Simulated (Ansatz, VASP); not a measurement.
Two plane-wave programs on Co

```
CELL_PARAMETERS angstrom
2.49352 0.00000 0.00000
-1.24676 2.15945 0.00000
0.00000 0.00000 4.02778
ATOMIC_POSITIONS crystal
Co 0.33333 0.66667 0.25000
Co 0.66667 0.33333 0.75000
```

Alike in both runs: task single point; functional PBE; k mesh 2 × 2 × 1; occupations fermi-dirac, width 0.05 eV; collinear spin.

|  | VASP | Ansatz |
| --- | --- | --- |
| version | VASP 6.6.1 | Ansatz 0.2.0 |
| potentials or method | VASP PAW PBE potentials, release 64 (Co_sv), cutoff 690 eV | plane waves (420 eV) with PAW, scalar-relativistic |
| valence electrons in the cell | 34 | 34 |

Ansatz gave:

| Property | Result |
| --- | --- |
| pressure (GPa) | -1.0 |
| traceless stress, the component that is largest in VASP (GPa) | -6.34 |
| net moment per atom (μB) | 1.29 |
| size of the moment on the site where the two differ most (μB) | 1.45 |

Problem. Which values does VASP return?

Solution. Pressure (GPa): -1.9; traceless stress, the component that is largest in VASP (GPa): -6.93; net moment per atom (μB): 1.28; size of the moment on the site where the two differ most (μB): 1.48.

Site moments also hang on the region over which each program counts them.

The k mesh is coarse, so the values compare programs but aren't converged.
